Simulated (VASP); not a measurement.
Crystal: V.

```
V
1.0
    -1.51300    1.51300    1.51300
     1.51300   -1.51300    1.51300
     1.51300    1.51300   -1.51300
V
1
Direct
  0.00000 0.00000 0.00000
```

Base run:

```yaml
Program: VASP 6.6.1
Functional: r2SCAN
Potentials_or_basis: VASP PAW PBE potentials, release 64 (V_sv)
Cutoff: 520 eV
k_mesh: 12 × 12 × 12
Occupations: fermi-dirac, width 0.1 eV
Spin: collinear spin, ferromagnetic start
Starting_moments: "[2.0] μB"
```

Its results: pressure -6.7 GPa.

The run is repeated on the same cell with these changes: moments at the start from [2.0] to [0.36]; fixed moment from none to 0.36 μB. What comes out?

Pressure -6.2 GPa; site moments V +0.31 μB.

Caveats: the PAW data sets were made with another functional, which shifts forces and pressure a little; the total moment is fixed, so each spin has its own Fermi level (some runs).
